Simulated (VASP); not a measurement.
Set up this calculation in VASP 6.6.1, as the native input.

* Task: relaxation of cell and atoms
* Functional: PBE
* Potentials or basis: VASP PAW PBE potentials, release 64 (Nb_sv, P)
* Cutoff: 600 eV
* k mesh: 6 × 6 × 2
* Occupations: gaussian, width 0.1 eV
* Spin: no spin polarisation
* Dipole correction: no
* Further INCAR settings: ALGO = Normal; EDIFF = 1e-06; IBRION = 2; EDIFFG = -0.04; NSW = 90; ISIF = 3

The structure of Nb4P3 lies in POSCAR:

```
Nb4P3
1.0
    3.6062445800      0.0000000000      0.0000000000
    0.0000000000      3.6062445800      0.0000000000
    0.0000000000      0.0000000000     10.2000000000
Nb P
4 3
Direct
    0.0000000000      0.0000000000      0.0000000000
    0.5000000000      0.5000000000      0.7500000000
    0.0000000000      0.0000000000      0.5000000000
    0.5000000000      0.5000000000      0.2500000000
    0.0000000000      0.0000000000      0.7500000000
    0.5000000000      0.5000000000      0.5000000000
    0.0000000000      0.0000000000      0.2500000000
```

This cell differs from its parent crystal: atoms taken out.

The input as run:

INCAR

```
SYSTEM = Nb4P3
PREC = Accurate ; ENCUT = 600
EDIFF = 1E-6 ; ISMEAR = 0
SIGMA = 0.1 ; LREAL = .False.
LASPH = .True. ; NELM = 100
ALGO = Normal ; ISIF = 3
LWAVE = .False. ; LCHARG = .False.
GGA = PE ; IBRION = 2
NSW = 90 ; EDIFFG = -0.04
```

KPOINTS

```
regular mesh
0
Gamma
  6 6 2
  0 0 0
```

Potentials or basis: VASP PAW PBE potentials, release 64 (Nb_sv, P).

Launch:

```sh
$ cat potpaw_PBE.64/Nb_sv/POTCAR potpaw_PBE.64/P/POTCAR > POTCAR
$ mpirun -np 1 vasp_std > vasp.out
```

Results of the run:

* Relaxed volume: 17.28 Å³/atom
* Relaxed cell: a = 3.522 Å, b = 3.522 Å, c = 9.748 Å, α = 90.00°, β = 90.00°, γ = 90.00°
* Space group after relaxing (to 0.1 Å): P4/mmm (No. 123)
* Energy gained by relaxing: 79.4 meV/atom
* Ionic steps: 14
* Pressure after relaxing: 0.1 GPa
* Largest force after relaxing: 0.022 eV/Å
* Band gap on the k mesh: zero (an odd number of electrons rules out a gap without spin polarisation)

Caveat: the cell differs from its parent crystal (atoms taken out).

Wall time 19 min on 1 thread of Intel(R) Xeon(R) Platinum 8488C (Sapphire Rapids) (shared host), peak memory 0.33 GiB.
